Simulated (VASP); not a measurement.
A run of VASP 6.6.1 is set up as follows.

INCAR

```
PREC = Accurate ; ENCUT = 520
EDIFF = 1E-6 ; ISMEAR = 0
SIGMA = 0.15 ; LREAL = F
LASPH = T ; NELM = 150
ALGO = Normal ; ISIF = 2
LWAVE = F ; LCHARG = F
ISPIN = 2 ; MAGMOM = 0.4 0.4 0.4 0
LORBIT = 11 ; NUPDOWN = 1.2
LMAXMIX = 4 ; GGA = PS
NBANDS = 32
```

File KPOINTS:

```
regular mesh
0
Gamma
  12 12 12
```

Contents of POSCAR:

```
Ti3Al
1.0
    0.0000000000      3.1911121595      3.1911121595
    3.1911121595      0.0000000000      3.1911121595
    3.1911121595      3.1911121595      0.0000000000
Ti Al
3 1
Direct
    0.7500000000      0.7500000000      0.7500000000
    0.2500000000      0.2500000000      0.2500000000
    0.0000000000      0.0000000000      0.0000000000
    0.5000000000      0.5000000000      0.5000000000
```

Potentials or basis: VASP PAW PBE potentials, release 64 (Ti_sv, Al).

Command:

```console
$ cat potpaw_PBE.64/Ti_sv/POTCAR potpaw_PBE.64/Al/POTCAR > POTCAR
$ mpirun -np 1 vasp_std > vasp.out
```

(1) What does it give for the pressure?

Answers

(1) -0.5 GPa.

Caveat: the PAW data sets were made with another functional, which shifts forces and pressure a little; the total moment is fixed, so each spin has its own Fermi level.
